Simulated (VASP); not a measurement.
# SrO3 (Pm-3m) in VASP: single point with PBE

Aim: the single point of SrO3 with PBE.

All numbers are computed with VASP 6.6.1; they aren't measurements. Logs are shortened: lines on timing, memory, paths and dates and some standing lists are left out, and cuts for length are marked.

### Step 1. The cell of the first run

Symmetry: Pm-3m, No. 221, cubic system. Conventional cell: a = 3.768 Å, b = 3.768 Å, c = 3.768 Å, α = 90.00°, β = 90.00°, γ = 90.00°. O (site symmetry 4/mmm) has 8 O at 2.66 Å and 4 Sr at 2.66 Å within 3.5 Å. Within 3.5 Å of Sr (site symmetry m-3m) lie 12 O at 2.66 Å.

### Step 2. Single point, PBE

INCAR reads:

```
SYSTEM = SrO3
PREC = Accurate
ENCUT = 600
EDIFF = 1E-6
ISMEAR = 0
SIGMA = 0.0899
LREAL = .FALSE.
LASPH = .TRUE.
NELM = 120
ALGO = Normal
ISIF = 2
LWAVE = .FALSE.
LCHARG = .FALSE.
GGA = PE
NBANDS = 22
GGA_COMPAT = .FALSE.
```

KPOINTS reads:

```
Automatic mesh
0
G
  9 9 9
  0 0 0
```

POSCAR reads:

```
SrO3
1.0
    3.7677440000      0.0000000000      0.0000000000
    0.0000000000      3.7677440000      0.0000000000
    0.0000000000      0.0000000000      3.7677440000
O Sr
3 1
Direct
    0.0000000000      0.5000000000      0.5000000000
    0.5000000000      0.0000000000      0.5000000000
    0.5000000000      0.5000000000      0.0000000000
    0.0000000000      0.0000000000      0.0000000000
```

Potentials or basis: VASP PAW PBE potentials, release 64 (O, Sr_sv).

Command:

```sh
$ cat potpaw_PBE.64/O/POTCAR potpaw_PBE.64/Sr_sv/POTCAR > POTCAR
$ mpirun -np 1 vasp_std > vasp.out
```

OUTCAR:

```text
SYSTEM = SrO3
   PREC = Accurate
   ENCUT = 600
   EDIFF = 1E-6
   ISMEAR = 0
   LREAL = .FALSE.
   LASPH = .TRUE.
   NELM = 120
   ISIF = 2
   GGA = PE

 ion  position               nearest neighbor table
   1  0.000  0.500  0.500-   4 2.66   4 2.66   4 2.66   4 2.66
   2  0.500  0.000  0.500-   4 2.66   4 2.66   4 2.66   4 2.66
   3  0.500  0.500  0.000-   4 2.66   4 2.66   4 2.66   4 2.66
   4  0.000  0.000  0.000-   1 2.66   2 2.66   3 2.66   1 2.66   2 2.66   1 2.66   3 2.66   1 2.66
                             2 2.66   3 2.66   2 2.66   3 2.66

  LATTYP: Found a simple cubic cell.
 ALAT       =     3.7677440000

  Lattice vectors:

 A1 = (   3.7677440000,   0.0000000000,   0.0000000000)
 A2 = (   0.0000000000,   3.7677440000,   0.0000000000)
 A3 = (   0.0000000000,   0.0000000000,   3.7677440000)

Analysis of symmetry for initial positions (statically):
=====================================================================
 Subroutine PRICEL returns:
 Original cell was already a primitive cell.

 Routine SETGRP: Setting up the symmetry group for a
 simple cubic supercell.

 Subroutine GETGRP returns: Found 48 space group operations
 (whereof 48 operations were pure point group operations)
 out of a pool of 48 trial point group operations.

The static configuration has the point symmetry O_h .

Analysis of symmetry for dynamics (positions and initial velocities):
=====================================================================
 Subroutine PRICEL returns:
 Original cell was already a primitive cell.

 Routine SETGRP: Setting up the symmetry group for a
 simple cubic supercell.

 Subroutine GETGRP returns: Found 48 space group operations
 (whereof 48 operations were pure point group operations)
 out of a pool of 48 trial point group operations.

The dynamic configuration has the point symmetry O_h .

 Subroutine INISYM returns: Found 48 space group operations
 (whereof 48 operations are pure point group operations),
 and found     1 'primitive' translations

----------------------------------------------------------------------------------------

                                     Primitive cell

  volume of cell :      53.4865

  direct lattice vectors                    reciprocal lattice vectors
     3.767744000  0.000000000  0.000000000     0.265410813  0.000000000  0.000000000
     0.000000000  3.767744000  0.000000000     0.000000000  0.265410813  0.000000000
     0.000000000  0.000000000  3.767744000     0.000000000  0.000000000  0.265410813

  length of vectors
     3.767744000  3.767744000  3.767744000     0.265410813  0.265410813  0.265410813

  position of ions in fractional coordinates (direct lattice)
     0.000000000  0.500000000  0.500000000
     0.500000000  0.000000000  0.500000000
     0.500000000  0.500000000  0.000000000
     0.000000000  0.000000000  0.000000000

  ion indices of the primitive-cell ions
   primitive index   ion index
                 1           1
                 2           2
                 3           3
                 4           4

----------------------------------------------------------------------------------------

 KPOINTS: Automatic mesh

Automatic generation of k-mesh.
 Grid dimensions read from file:
 generate k-points for:    9    9    9

 Generating k-lattice:

  Cartesian coordinates                     Fractional coordinates (reciprocal lattice)
     0.029490090  0.000000000  0.000000000     0.111111111  0.000000000  0.000000000
     0.000000000  0.029490090  0.000000000     0.000000000  0.111111111  0.000000000
     0.000000000  0.000000000  0.029490090     0.000000000  0.000000000  0.111111111

  Length of vectors
     0.029490090  0.029490090  0.029490090

  Shift w.r.t. Gamma in fractional coordinates (k-lattice)
     0.000000000  0.000000000  0.000000000

 Subroutine IBZKPT returns following result:
 ===========================================

 Found     35 irreducible k-points:

 Following reciprocal coordinates:
            Coordinates               Weight
  0.000000  0.000000  0.000000      1.000000
  0.111111  0.000000  0.000000      6.000000
  0.222222  0.000000  0.000000      6.000000
  0.333333  0.000000  0.000000      6.000000
  0.444444  0.000000  0.000000      6.000000
  0.111111  0.111111  0.000000     12.000000
[... 16 lines left out ...]
  0.333333  0.333333  0.111111     24.000000
  0.444444  0.333333  0.111111     48.000000
 [... further k-points ...]
   k-points           NKPTS =     35   k-points in BZ     NKDIM =     35   number of bands    NBANDS=     22
   number of dos      NEDOS =    301   number of ions     NIONS =      4
   total plane-waves  NPLWV =  27000
   dimension x,y,z NGX =    30 NGY =   30 NGZ =   30
   dimension x,y,z NGXF=    60 NGYF=   60 NGZF=   60
   ions per type =               3   1
   NGX,Y,Z   is equivalent  to a cutoff of  13.24, 13.24, 13.24 a.u.
   NGXF,Y,Z  is equivalent  to a cutoff of  26.47, 26.47, 26.47 a.u.
 SYSTEM =  SrO3
   PREC   = accura    normal or accurate (medium, high low for compatibility)
   ISTART =      0    job   : 0-new  1-cont  2-samecut
   ICHARG =      2    charge: 1-file 2-atom 10-const
   ISPIN  =      1    spin polarized calculation?
   LNONCOLLINEAR =      F non collinear calculations
   LSORBIT =      F    spin-orbit coupling
   LASPH  =      T    aspherical Exc in radial PAW
   ENCUT  =  600.0 eV  44.10 Ry    6.64 a.u.   7.53  7.53  7.53*2*pi/ulx,y,z
   NELM   =    120;   NELMIN=  2; NELMDL= -5     # of ELM steps
   EDIFF  = 0.1E-05   stopping-criterion for ELM
   LREAL  =      F    real-space projection
   EDIFFG = 0.1E-04   stopping-criterion for IOM
   NSW    =      0    number of steps for IOM
   IBRION =     -1    ionic relax: 0-MD 1-quasi-New 2-CG
   NFREE  =      0    steps in history (QN), initial steepest desc. (CG)
   ISIF   =      2    stress and relaxation
   ISYM   =      2    0-nonsym 1-usesym 2-fastsym
   POTIM  = 0.5000    time-step for ionic-motion
   TEBEG  =    0.0;   TEEND  =   0.0 temperature during run
   PSTRESS=    0.0 pullay stress
   NELECT =      28.0000    total number of electrons
   NUPDOWN=      -1.0000    fix difference up-down
   EMIN   =  10.00;   EMAX   =-10.00  energy-range for DOS
   EFERMI =   0.00;   METHOD = LEGACY
   ISMEAR =     0;   SIGMA  =   0.09  broadening in eV -4-tet -1-fermi 0-gaus
   EFERMI_NEDOS =   21; number of points for ismear=-14 and -15
   IALGO  =     38    algorithm
   IMIX   =      4    mixing-type and parameters
     AMIX     =   0.40;   BMIX     =  1.00
     AMIX_MAG =   1.60;   BMIX_MAG =  1.00
  volume/ion in A,a.u.               =      13.37        90.24
  Fermi-wavevector in a.u.,A,eV,Ry     =   1.319409  2.493322 23.685569  1.740840
  Thomas-Fermi vector in A             =   2.449309
   LORBIT       =      0    0 simple, 1 ext, 2 COOP (PROOUT), +10 PAW based schemes
   GGA     = PE    functional components
   LHFCALC =     F    Hartree Fock is set to
   AEXX    =    0.0000 exact exchange contribution
   IVDW    =     0    specifies the selected vdW correction
   LEPSILON=     F    determine dielectric tensor
   LRPA    =     F    only Hartree local field effects (RPA)
 non-spin polarized calculation
 Gauss-broadening in eV      SIGMA  =   0.09
  energy-cutoff  :      600.00
  volume of cell :       53.49
 maximum number of plane-waves:      1806
 NGX is ok and might be reduce to    30
   NGX = 15   NGY = 15   NGZ = 15

 number of electron      28.0000007 magnetization

 Free energy of the ion-electron system (eV)
  ---------------------------------------------------
  ext. energy  EPLUGINS =         0.00000000
  ---------------------------------------------------
  free energy    TOTEN  =       -17.86933731 eV

  energy without entropy =      -17.84706855  energy(sigma->0) =      -17.85820293

 E-fermi :   0.3466     XC(G=0): -10.3871

 val. band max:        0.3393298928   @ k =   0.4444   0.1111   0.0000
 cond. band min:       0.3755357147   @ k =   0.4444   0.4444   0.3333
 fundamental gap:      0.0362058219
 Fermi energy:         0.3465608888

 k-point     1 :       0.0000    0.0000    0.0000
  band No.  band energies     occupation
      1     -31.0975      2.00000
      2     -16.6996      2.00000
      3     -15.0597      2.00000
      4     -15.0597      2.00000
      5     -13.0791      2.00000
      6     -13.0791      2.00000
[... 14 lines left out ...]
     21       9.9184      0.00000
     22       9.9184      0.00000

 k-point     2 :       0.1111    0.0000    0.0000
  band No.  band energies     occupation
      1     -31.0931      2.00000
      2     -16.7068      2.00000
      3     -15.1601      2.00000
      4     -15.0536      2.00000
      5     -13.0693      2.00000
      6     -13.0693      2.00000
[... 14 lines left out ...]
     21      10.1097      0.00000
     22      10.1097      0.00000

 k-point     3 :       0.2222    0.0000    0.0000
  band No.  band energies     occupation
      1     -31.0818      2.00000
      2     -16.7313      2.00000
      3     -15.3681      2.00000
      4     -15.0379      2.00000
      5     -13.0441      2.00000
      6     -13.0441      2.00000
[... 14 lines left out ...]
     21      10.6016      0.00000
     22      10.6016      0.00000
[... 476 lines left out ...]
 k-point    23 :       0.3333    0.3333    0.1111
  band No.  band energies     occupation
      1     -31.0396      2.00000
      2     -16.4593      2.00000
      3     -15.8095      2.00000
      4     -15.3229      2.00000
      5     -13.0275      2.00000
      6     -12.8445      2.00000
[... 14 lines left out ...]
     21      11.2340      0.00000
     22      13.0370      0.00000

 k-point    24 :       0.4444    0.3333    0.1111
  band No.  band energies     occupation
      1     -31.0322      2.00000
      2     -16.3421      2.00000
      3     -15.9153      2.00000
      4     -15.3810      2.00000
      5     -13.0362      2.00000
      6     -12.8093      2.00000
[... 14 lines left out ...]
     21      11.4878      0.00000
     22      13.7976      0.00000

 [... further k-points ...]

------------------------ aborting loop because EDIFF is reached ----------------------------------------

  FORCE on cell =-STRESS in cart. coord.  units (eV):
  Direction    XX          YY          ZZ          XY          YZ          ZX
  --------------------------------------------------------------------------------------
  -------------------------------------------------------------------------------------
  Total       -1.6982569     -1.6982569     -1.6982569     -0.0000000      0.0000000     -0.0000000
  in kB      -50.8709451    -50.8709451    -50.8709451     -0.0000000      0.0000000     -0.0000000
  external PRESSURE =     -50.8709451 kB  Pullay stress =       0.0000000 kB

 VOLUME and BASIS-vectors are now :
 -----------------------------------------------------------------------------
  energy-cutoff  :      600.00
  volume of cell :       53.49
      direct lattice vectors                 reciprocal lattice vectors
     3.767744000  0.000000000  0.000000000     0.265410813  0.000000000  0.000000000
     0.000000000  3.767744000  0.000000000     0.000000000  0.265410813  0.000000000
     0.000000000  0.000000000  3.767744000     0.000000000  0.000000000  0.265410813

 POSITION                                       TOTAL-FORCE (eV/Angst)
 -----------------------------------------------------------------------------------
      0.00000      1.88387      1.88387         0.000000      0.000000      0.000000
      1.88387      0.00000      1.88387         0.000000      0.000000      0.000000
      1.88387      1.88387      0.00000         0.000000      0.000000      0.000000
      0.00000      0.00000      0.00000         0.000000      0.000000      0.000000
 -----------------------------------------------------------------------------------
    total drift:                                0.000000      0.000000     -0.000000

  FREE ENERGIE OF THE ION-ELECTRON SYSTEM (eV)
  ---------------------------------------------------
  free  energy   TOTEN  =       -17.8693373142 eV

  energy  without entropy=      -17.8470685538  energy(sigma->0) =      -17.85820293
```

Run time: 18 s. Hardware: 1 thread of AMD EPYC 9R45 (Zen 5), shared host; peak memory 0.16 GiB.

What came out:

```
Free energy            : -17.8693 eV
Pressure               : -5.1 GPa
Band gap on the k mesh : zero (band 14 reaches 0.85 eV, above the bottom of band 15 at 0.12 eV)
```

Levels at points of the mesh, in eV from the Fermi level:
```
           k point  band 10  band 11  band 12  band 13  band 14  band 15  band 16  band 17  band 18  band 19
(0.00, 0.00, 0.00)    -2.31    -0.70    -0.70    -0.70     0.51     0.51     0.51     6.76     6.76     8.65
```
